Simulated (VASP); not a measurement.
# B (Pm-3m) in VASP: notebook, part 2 of 2

VASP 6.6.1.

**6. Relaxation of cell and atoms, PBE**

This run uses another cell than the first one, of 7.02 Å³/atom, 1.249 times its volume.

Input file INCAR:

```
SYSTEM = B
ALGO = Normal
EDIFF = 1E-6
EDIFFG = -0.005
ENCUT = 600
GGA = PE
IBRION = 2
ISIF = 3
ISMEAR = -1
LASPH = .True.
LCHARG = .False.
LREAL = .False.
LWAVE = .False.
NELM = 100
NSW = 60
PREC = Accurate
SIGMA = 0.05
```

Input file KPOINTS:

```
k-points
0
Gamma
  22 22 22
  0 0 0
```

Input file POSCAR:

```
B
1.0
    1.9147512897      0.0000000000      0.0000000000
    0.0000000000      1.9147512897      0.0000000000
    0.0000000000      0.0000000000      1.9147512897
B
1
Direct
    0.0000000000      0.0000000000      0.0000000000
```

Potentials or basis: VASP PAW PBE potentials, release 64 (B).

Run with:

```sh
$ cat potpaw_PBE.64/B/POTCAR > POTCAR
$ mpirun -np 1 vasp_std > vasp.out
```

OUTCAR:

```text
SYSTEM = B
   EDIFF = 1E-6
   EDIFFG = -0.005
   ENCUT = 600
   GGA = PE
   IBRION = 2
   ISIF = 3
   ISMEAR = -1
   LASPH = .True.
   LREAL = .False.
   NELM = 100
   NSW = 60
   PREC = Accurate

 ion  position               nearest neighbor table
   1  0.000  0.000  0.000-

  LATTYP: Found a simple cubic cell.
 ALAT       =     1.9147512897

  Lattice vectors:

 A1 = (   1.9147512897,   0.0000000000,   0.0000000000)
 A2 = (   0.0000000000,   1.9147512897,   0.0000000000)
 A3 = (   0.0000000000,   0.0000000000,   1.9147512897)

Analysis of symmetry for initial positions (statically):
=====================================================================
 Subroutine PRICEL returns:
 Original cell was already a primitive cell.

 Routine SETGRP: Setting up the symmetry group for a
 simple cubic supercell.

 Subroutine GETGRP returns: Found 48 space group operations
 (whereof 48 operations were pure point group operations)
 out of a pool of 48 trial point group operations.

The static configuration has the point symmetry O_h .

Analysis of symmetry for dynamics (positions and initial velocities):
=====================================================================
 Subroutine PRICEL returns:
 Original cell was already a primitive cell.

 Routine SETGRP: Setting up the symmetry group for a
 simple cubic supercell.

 Subroutine GETGRP returns: Found 48 space group operations
 (whereof 48 operations were pure point group operations)
 out of a pool of 48 trial point group operations.

The dynamic configuration has the point symmetry O_h .

 Subroutine INISYM returns: Found 48 space group operations
 (whereof 48 operations are pure point group operations),
 and found     1 'primitive' translations
[... 118 lines left out ...]
   GGA     = PE    functional components
   LHFCALC =     F    Hartree Fock is set to
   AEXX    =    0.0000 exact exchange contribution
   IVDW    =     0    specifies the selected vdW correction
   LEPSILON=     F    determine dielectric tensor
   LRPA    =     F    only Hartree local field effects (RPA)
 conjugate gradient relaxation of ions
 non-spin polarized calculation
  energy-cutoff  :      600.00
  volume of cell :        7.02
 maximum number of plane-waves:       251
 NGX is ok and might be reduce to    16
   NGX =  7   NGY =  7   NGZ =  7

--------------------------------------- Ionic step        1  -------------------------------------------

 number of electron       3.0000000 magnetization

 Free energy of the ion-electron system (eV)
  ---------------------------------------------------
  ext. energy  EPLUGINS =         0.00000000
  ---------------------------------------------------
  free energy    TOTEN  =        -5.60117485 eV

  energy without entropy =       -5.59862451  energy(sigma->0) =       -5.59989968

------------------------ aborting loop because EDIFF is reached ----------------------------------------

  FORCE on cell =-STRESS in cart. coord.  units (eV):
  Direction    XX          YY          ZZ          XY          YZ          ZX
  --------------------------------------------------------------------------------------
  -------------------------------------------------------------------------------------
  Total       -0.4544153     -0.4544153     -0.4544153     -0.0000000     -0.0000000      0.0000000
  in kB     -103.7113718   -103.7113718   -103.7113718     -0.0000000     -0.0000000      0.0000000
  external PRESSURE =    -103.7113718 kB  Pullay stress =       0.0000000 kB
[... 57 lines left out ...]
--------------------------------------- Ionic step        3  -------------------------------------------

 number of electron       3.0000000 magnetization

 Free energy of the ion-electron system (eV)
  ---------------------------------------------------
  ext. energy  EPLUGINS =         0.00000000
  ---------------------------------------------------
  free energy    TOTEN  =        -5.61229801 eV

  energy without entropy =       -5.61001636  energy(sigma->0) =       -5.61115718

 E-fermi :   7.0871     XC(G=0): -12.3868

 val. band max:        7.0778016782   @ k =   0.3636   0.3182   0.0909
 cond. band min:       7.0891594586   @ k =   0.3182   0.0000   0.0000
 fundamental gap:      0.0113577804
 Fermi energy:         7.0870639608

 k-point     1 :       0.0000    0.0000    0.0000
  band No.  band energies     occupation
      1      -8.7555      2.00000
      2      20.6665      0.00000
      3      20.6665      0.00000
      4      20.6665      0.00000
      5      31.0989      0.00000
[... 177 lines left out ...]
 k-point    24 :       0.0909    0.0909    0.0000
  band No.  band energies     occupation
      1      -8.1929      2.00000
      2      17.5567      0.00000
      3      19.3117      0.00000
      4      21.1339      0.00000
      5      33.0690      0.00000

 [... further k-points ...]

------------------------ aborting loop because EDIFF is reached ----------------------------------------

  FORCE on cell =-STRESS in cart. coord.  units (eV):
  Direction    XX          YY          ZZ          XY          YZ          ZX
  --------------------------------------------------------------------------------------
  -------------------------------------------------------------------------------------
  Total        0.0006864      0.0006864      0.0006864     -0.0000000      0.0000000      0.0000000
  in kB        0.1644117      0.1644117      0.1644117     -0.0000000      0.0000000      0.0000000
  external PRESSURE =       0.1644117 kB  Pullay stress =       0.0000000 kB
[... 16 lines left out ...]
  FREE ENERGIE OF THE ION-ELECTRON SYSTEM (eV)
  ---------------------------------------------------
  free  energy   TOTEN  =        -5.6122980089 eV

  energy  without entropy=       -5.6100163603  energy(sigma->0) =       -5.61115718

 reached required accuracy - stopping structural energy minimisation
```

OSZICAR:

```text
N       E                     dE             d eps       ncg     rms          rms(c)
DAV:   1    -0.136006461382E+01   -0.13601E+01   -0.15996E+03  3810   0.523E+02
DAV:   2    -0.559215747382E+01   -0.42321E+01   -0.37894E+01  4770   0.638E+01
DAV:   3    -0.561228838254E+01   -0.20131E-01   -0.20115E-01  4055   0.482E+00
[... 13 lines left out ...]
       N       E                     dE             d eps       ncg     rms          rms(c)
DAV:   1    -0.561246085823E+01   -0.18196E-02   -0.20634E-02  3885   0.171E+00    0.889E-02
DAV:   2    -0.561235676165E+01    0.10410E-03   -0.39073E-05  4030   0.772E-02    0.518E-02
DAV:   3    -0.561229809937E+01    0.58662E-04   -0.49610E-05  4000   0.635E-02    0.324E-03
DAV:   4    -0.561229800890E+01    0.90471E-07   -0.56610E-08  1975   0.331E-03
   3 F= -.56122980E+01 E0= -.56111572E+01  d E =-.111232E-01
```

It took 25 s on 1 thread of AMD EPYC 7R43 (Zen 3), shared host; peak memory 0.09 GiB.

What came out:

| Item | Value |
| --- | --- |
| Free energy | -5.6123 eV |
| Relaxed volume | 6.69 Å³/atom |
| Relaxed cell | a = 1.884 Å, b = 1.884 Å, c = 1.884 Å, α = 90.00°, β = 90.00°, γ = 90.00° |
| Space group after relaxing (to 0.05 Å) | Pm-3m (No. 221) |
| Energy gained by relaxing | 11.1 meV/atom |
| Ionic steps | 3 |
| Pressure after relaxing | 0.0 GPa |

The path:
```
step  energy change (eV)  largest force (eV/Å)  pressure (GPa)  volume (Å³)
   1              0.0000                0.0000          -10.37         7.02
   2             -0.0095                0.0000            4.46         6.57
   3             -0.0111                0.0000            0.02         6.69
```

Final structure:
```yaml
crystal:
  lattice:
    - [1.88418, 0.00000, 0.00000]
    - [0.00000, 1.88418, 0.00000]
    - [0.00000, 0.00000, 1.88418]
  atoms:
    - { symbol: B, position: [0.00000, 0.00000, 0.00000] }
```

Levels at points of the mesh, in eV from the Fermi level:
| k point | band 1 | band 2 | band 3 | band 4 | band 5 |
| --- | --- | --- | --- | --- | --- |
| (0.00, 0.00, 0.00) | -15.84 | 13.58 | 13.58 | 13.58 | 24.01 |
| (0.50, 0.00, 0.00) | -8.29 | -6.27 | 17.46 | 17.46 | 29.95 |
| (0.50, 0.50, 0.00) | -2.00 | -2.00 | 4.26 | 8.12 | 20.62 |
| (0.50, 0.50, 0.50) | 3.37 | 3.37 | 3.37 | 16.54 | 16.54 |

**7. Summary**

```tsv
task	cell	cutoff (eV)	gap on the mesh (eV)	pressure (GPa)
single point	a = 1.778 Å, 1 atom	520	none	56.2
single point	a = 1.833 Å, 1 atom	520	none	22.9
single point	a = 1.884 Å, 1 atom	520	none	0.1
relaxation of cell and atoms	relaxed from a = 1.915 Å, 1 atom	600	none	0.0
```

Alike in all rows: level PBE; potentials or basis VASP PAW PBE potentials, release 64 (B); no spin polarisation; k mesh 22 × 22 × 22; smearing fermi-dirac 0.05 eV.

Total energies depend on the potentials used, so only differences within one code and one set of settings carry meaning.
